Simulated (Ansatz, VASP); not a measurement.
SrO in VASP and in Ansatz

```
Sr O
1.0
     3.94125    0.00000    0.00000
    -1.97062    3.41322    0.00000
     0.00000    0.00000    7.25772
Sr O
2 2
Direct
  0.00000 0.00000 0.80649
  0.00000 0.00000 0.19351
  0.33333 0.66667 0.00000
  0.66667 0.33333 0.00000
```

Alike in both runs: task relaxation of cell and atoms; functional PBE; k mesh 6 × 6 × 4; occupations gaussian, width 0.1 eV; no spin polarisation.

|  | VASP | Ansatz |
| --- | --- | --- |
| version | VASP 6.6.1 | Ansatz 0.2.0 |
| potentials or method | VASP PAW PBE potentials, release 64 (Sr_sv, O), cutoff 600 eV | scalar-relativistic, plane waves, PAW |
| valence electrons in the cell | 32 | 32 |

|  | VASP | Ansatz | Ansatz less VASP |
| --- | --- | --- | --- |
| gap on the k mesh at the Fermi level, each at its own relaxed structure (eV) | none | none | - |
| relaxed volume (Å³/atom) | 24.49 | 24.41 | -0.080 |
| relaxed cell length with the largest relative difference (Å) | 3.947 | 3.941 | -0.0062 |

A gap of «none» marks a metal or a gap that the smearing closes.
